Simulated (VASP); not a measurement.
A run of VASP 6.6.1:

Contents of INCAR:

```
PREC     = Accurate       # precision mode
ENCUT    = 600            # plane-wave cutoff, eV
EDIFF    = 1E-6           # SCF threshold, eV
ISMEAR   = -1             # smearing method
SIGMA    = 0.05           # smearing width, eV
LREAL    = False          # projectors in reciprocal space
LASPH    = True           # aspherical terms in the spheres
NELM     = 200            # most SCF steps
ALGO     = Normal         # electronic algorithm
ISIF     = 2              # what is computed and relaxed
LWAVE    = False          # write WAVECAR
LCHARG   = False          # write CHGCAR
ISPIN    = 2              # spin polarisation
MAGMOM   = 2 2 0 0 0 0    # initial moments
LORBIT   = 11             # projections on sites
LMAXMIX  = 4              # l up to which the mixer works
GGA      = PE             # functional
NBANDS   = 38             # bands
GGA_COMPAT= False
```

Contents of KPOINTS:

```
Automatic mesh
0
Gamma
  6 6 9
```

Contents of POSCAR:

```
VO2
1.0
    4.4462864423      0.0000000000      0.0000000000
    0.0000000000      4.4462864423      0.0000000000
    0.0000000000      0.0000000000      3.0033037399
V O
2 4
Direct
    0.5000000000      0.5000000000      0.5000000000
    0.0000000000      0.0000000000      0.0000000000
    0.2003580000      0.7996420000      0.5000000000
    0.7996420000      0.2003580000      0.5000000000
    0.7003580000      0.7003580000      0.0000000000
    0.2996420000      0.2996420000      0.0000000000
```

Potentials or basis: VASP PAW PBE potentials, release 64 (V_sv, O).

Command:

```console
$ cat potpaw_PBE.64/V_sv/POTCAR potpaw_PBE.64/O/POTCAR > POTCAR
$ mpirun -np 1 vasp_std > vasp.out
```

Hardware: 1 thread of Oxide Virtual Turin-like Processor, on a shared host.

Q: Estimate the wall time of this run.

A: Wall time 7.7 min on 1 thread of Oxide Virtual Turin-like Processor, with other jobs on the host, peak memory 0.29 GiB. Counts: scf iterations 16, k points 50.
